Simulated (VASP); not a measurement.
Wanted: the native input for a VASP 6.6.1 run.

```yaml
Task: single point
Functional: LDA
Potentials_or_basis: VASP PAW LDA potentials, release 64 (Ti_sv, Sb)
Cutoff: 520 eV
k_mesh: 6 × 6 × 6
Occupations: fermi-dirac, width 0.02 eV
Spin: no spin polarisation
Dipole_correction: no
Further_INCAR_settings: ALGO = Normal; EDIFF = 1e-06; NBANDS = 31
```

The structure of TiSb2 lies in POSCAR:

```
TiSb2
1.0
   -3.3076503333      3.3076503333      2.8894759218
    3.3076503333     -3.3076503333      2.8894759218
    3.3076503333      3.3076503333     -2.8894759218
Ti Sb
2 4
Direct
    0.2500000000      0.2500000000      0.0000000000
    0.7500000000      0.7500000000      0.0000000000
    0.6515600000      0.1515600000      0.8031200000
    0.1515600000      0.3484400000      0.5000000000
    0.3484400000      0.8484400000      0.1968800000
    0.8484400000      0.6515600000      0.5000000000
```

These files were run (other wordings do the same):

INCAR

```
  PREC = Accurate
  ENCUT = 520
  EDIFF = 1E-6
  ISMEAR = -1
  SIGMA = 0.02
  LREAL = F
  LASPH = T
  NELM = 100
  ALGO = Normal
  ISIF = 2
  LWAVE = F
  LCHARG = T
  LELF = T
  LVHAR = T
  NBANDS = 31
```

KPOINTS

```
regular mesh
0
Gamma
  6 6 6
```

Potentials or basis: VASP PAW LDA potentials, release 64 (Ti_sv, Sb).

The run is started by

```sh
$ cat potpaw_LDA.64/Ti_sv/POTCAR potpaw_LDA.64/Sb/POTCAR > POTCAR
$ mpirun -np 1 vasp_std > vasp.out
```

Results of the run:

* Pressure: -2.5 GPa
* Largest force: 0.225 eV/Å
* Band gap on the k mesh: zero (bands 22 and 23 overlap by 0.65 eV)

Caveat: spin-orbit coupling is left out, which moves the levels of the heavy elements.

Run time: 2.9 min on 1 thread of Oxide Virtual Turin-like Processor, on a shared host, peak memory 0.23 GiB.
